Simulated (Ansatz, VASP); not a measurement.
**Two plane-wave programs on KF**

```
K F
1.0
     3.24903    0.00000    0.00000
     0.00000    3.24903    0.00000
     0.00000    0.00000    3.24903
K F
1 1
Direct
  0.50000 0.50000 0.50000
  0.00000 0.00000 0.00000
```

Alike in both runs: task relaxation of cell and atoms; functional PBE; k mesh 8 × 8 × 8; occupations gaussian, width 0.02 eV; no spin polarisation.

```csv
,VASP,Ansatz
version,VASP 6.6.1,Ansatz 0.2.0
potentials or method,"VASP PAW PBE potentials, release 64 (K_sv, F), cutoff 600 eV","scalar-relativistic, plane waves, PAW"
valence electrons in the cell,16,16
```

|  | VASP | Ansatz | Ansatz less VASP |
| --- | --- | --- | --- |
| gap on the k mesh at the Fermi level, each at its own relaxed structure (eV) | 6.26 | 6.28 | +0.018 |
| relaxed volume (Å³/atom) | 17.29 | 17.29 | -0.007 |
| relaxed length of the cell vector where the two differ most in proportion (Å) | 3.258 | 3.258 | -0.0004 |
